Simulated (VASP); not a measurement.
A run of VASP 6.6.1:

File INCAR:

```
PREC     = Accurate       # precision mode
ENCUT    = 520            # plane-wave cutoff, eV
EDIFF    = 1E-6           # SCF threshold, eV
ISMEAR   = -1             # smearing method
SIGMA    = 0.15           # smearing width, eV
LREAL    = False          # projectors in reciprocal space
LASPH    = True           # aspherical terms in the spheres
NELM     = 80             # most SCF steps
ALGO     = Normal         # electronic algorithm
ISIF     = 2              # what is computed and relaxed
LWAVE    = False          # write WAVECAR
LCHARG   = False          # write CHGCAR
GGA      = CA             # functional
NBANDS   = 12             # bands
```

The input KPOINTS:

```
regular mesh
0
Gamma
  20 20 20
```

POSCAR

```
Ag
1.0
   -1.5912688802      1.5912688802      1.5912688802
    1.5912688802     -1.5912688802      1.5912688802
    1.5912688802      1.5912688802     -1.5912688802
Ag
1
Direct
    0.0000000000      0.0000000000      0.0000000000
```

Potentials or basis: VASP PAW LDA potentials, release 64 (Ag).

Run with:

```console
$ cat potpaw_LDA.64/Ag/POTCAR > POTCAR
$ mpirun -np 1 vasp_std > vasp.out
```

Hardware: 1 thread of Intel Xeon 8259CL (shared host).

Task: Estimate the wall time of this run.

Result: Wall time 49 s on 1 thread of Intel Xeon 8259CL, on a shared host, peak memory 0.16 GiB. Counts: scf iterations 10, k points 256.
